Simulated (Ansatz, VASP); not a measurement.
# Two plane-wave programs on SrTiO3

```
Sr Ti O
1.0
    -2.60448    2.70986    3.82833
     2.70986   -2.60448    3.82833
     2.67864    2.67864   -3.75416
Sr Ti O
2 2 6
Direct
  0.75000 0.25000 0.50000
  0.25000 0.75000 0.50000
  0.00000 0.00000 0.00000
  0.50000 0.50000 0.00000
  0.25000 0.25000 0.00000
  0.75000 0.75000 0.00000
  0.72808 0.22808 0.95616
  0.22808 0.27192 0.50000
  0.27192 0.77192 0.04384
  0.77192 0.72808 0.50000
```

Change from the starting cell: equal engineering shear yz, xz and xy +0.0267, equal normal strain along x, y and z -0.0300.

Alike in both runs: task single point; functional PBE; k mesh 8 × 8 × 8; occupations gaussian, width 0.05 eV; no spin polarisation.

|  | VASP | Ansatz |
| --- | --- | --- |
| version | VASP 6.6.1 | Ansatz 0.2.0 |
| potentials or method | VASP PAW PBE potentials, release 64 (Sr_sv, Ti_sv, O), cutoff 520 eV | scalar-relativistic, plane waves, PAW |
| valence electrons in the cell | 80 | 80 |

|  | VASP | Ansatz | Ansatz less VASP |
| --- | --- | --- | --- |
| gap on the k mesh at the Fermi level (eV) | 1.99 | 2.03 | +0.040 |
| least direct gap on the mesh (eV) | 2.00 | 2.04 | +0.040 |
| pressure (GPa) | 20.2 | 19.4 | -0.78 |
| traceless stress, the component that is largest in VASP (GPa) | -4.38 | -4.34 | +0.046 |
| rms of the force components (eV/Å) | 0.039 | 0.039 | +0.0004 |

Atom by atom the forces differ by 0.004 eV/Å (rms over components).
